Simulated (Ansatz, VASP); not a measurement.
## Zr2Br3Cl: VASP beside Ansatz

```
Zr Br Cl
1.0
     4.49118    0.00000    0.00000
    -2.24559    3.88948    0.00000
     0.00000    0.00000    9.56482
Zr Br Cl
2 3 1
Cartesian
  0.0000 2.5930 0.0000
  2.2456 1.2965 4.7824
  2.2456 1.2965 7.5089
  2.2456 1.2965 2.0559
  0.0000 2.5930 4.7824
  0.0000 0.0000 0.0000
```

Alike in both runs: task single point; functional PBE; k mesh 6 × 6 × 2; occupations gaussian, width 0.1 eV; collinear spin.

|  | VASP | Ansatz |
| --- | --- | --- |
| version | VASP 6.6.1 | Ansatz 0.2.0 |
| potentials or method | VASP PAW PBE potentials, release 64 (Zr_sv, Br, Cl), cutoff 520 eV | scalar-relativistic, plane waves, PAW |
| valence electrons in the cell | 52 | 52 |

Ansatz gave:

* gap on the k mesh at the Fermi level (eV): none
* pressure (GPa): 1.4
* traceless stress, the component that is largest in VASP (GPa): -1.36
* rms of the force components (eV/Å): 0.042
* net moment per atom (μB): 0.51
* size of the moment on the site where the two differ most (μB): 1.03

Task: Which values does VASP return?

Result: gap on the k mesh at the Fermi level (eV): none; pressure (GPa): 1.4; traceless stress, the component that is largest in VASP (GPa): -1.39; rms of the force components (eV/Å): 0.040; net moment per atom (μB): 0.51; size of the moment on the site where the two differ most (μB): 1.29.

Site moments also hang on the region over which each program counts them. Atom by atom the forces differ by 0.002 eV/Å (rms over components). A gap of «none» marks a metal or a gap that the smearing closes. The functional is the same, so the differences come from potentials, cutoffs and numerics.
